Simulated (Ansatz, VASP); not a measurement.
# B in VASP and in Ansatz

```xyz
1
Lattice="0.0000 1.4853 1.4853 1.4853 0.0000 1.4853 1.4853 1.4853 0.0000" Properties=species:S:1:pos:R:3 pbc="T T T"
B     0.0000    0.0000    0.0000
```

Alike in both runs: task relaxation of cell and atoms; functional BLYP; k mesh 18 × 18 × 18; occupations fermi-dirac, width 0.1 eV; no spin polarisation.

|  | VASP | Ansatz |
| --- | --- | --- |
| version | VASP 6.6.1 | Ansatz 0.2.0 |
| potentials or method | VASP PAW PBE potentials, release 64 (B), cutoff 600 eV | plane waves (420 eV) with PAW, scalar-relativistic |
| valence electrons in the cell | 3 | 3 |

|  | VASP | Ansatz | Ansatz less VASP |
| --- | --- | --- | --- |
| relaxed volume (Å³/atom) | 6.07 | 6.07 | -0.003 |
| relaxed cell length with the largest relative difference (Å) | 2.048 | 2.048 | -0.0003 |

VASP's potentials were made for PBE, not for BLYP.
